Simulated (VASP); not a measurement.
Write the native input for VASP 6.6.1 that does the following.

| Property | Result |
| --- | --- |
| Task | relaxation of cell and atoms |
| Functional | LDA |
| Potentials or basis | VASP PAW LDA potentials, release 64 (Ta_sv_GW, N) |
| Cutoff | 700 eV |
| k mesh | 8 × 8 × 8 |
| Occupations | gaussian, width 0.1 eV |
| Spin | no spin polarisation |
| Dipole correction | no |
| Further INCAR settings | ALGO = Normal; EDIFF = 1e-07; IBRION = 2; EDIFFG = -0.05; NSW = 100; ISIF = 3 |

The structure of TaN lies in POSCAR:

```
TaN
1.0
    0.0000000000      2.1950000000      2.1950000000
    2.1950000000      0.0000000000      2.1950000000
    2.1950000000      2.1950000000      0.0000000000
Ta N
1 1
Direct
    0.0000000000      0.0000000000      0.0000000000
    0.5000000000      0.5000000000      0.5000000000
```

The input as run:

INCAR

```
SYSTEM = TaN
PREC = Accurate
ENCUT = 700
EDIFF = 1E-7
ISMEAR = 0
SIGMA = 0.1
LREAL = .False.
LASPH = .True.
NELM = 120
ALGO = Normal
ISIF = 3
LWAVE = .False.
LCHARG = .False.
IBRION = 2
NSW = 100
EDIFFG = -0.05
GGA_COMPAT = .False.
NELMIN = 4
```

KPOINTS

```
regular mesh
0
Gamma
  8 8 8
  0 0 0
```

Potentials or basis: VASP PAW LDA potentials, release 64 (Ta_sv_GW, N).

Command:

```sh
$ cat potpaw_LDA.64/Ta_sv_GW/POTCAR potpaw_LDA.64/N/POTCAR > POTCAR
$ mpirun -np 1 vasp_std > vasp.out
```

It gave:

The relaxed volume is 10.32 Å³/atom. The relaxed cell is a = 3.079 Å, b = 3.079 Å, c = 3.079 Å, α = 60.00°, β = 60.00°, γ = 60.00° and the space group after relaxing (to 0.1 Å) is Fm-3m (No. 225). The energy gained by relaxing is 7.6 meV/atom and the ionic steps are 3. The pressure after relaxing is -0.2 GPa.

Caveat: the highest band is partly filled, so the run has too few bands.

Wall time 33 s on 1 thread of Intel(R) Xeon(R) Platinum 8375C CPU @ 2.90GHz (Ice Lake), with other jobs on the host, peak memory 0.16 GiB.
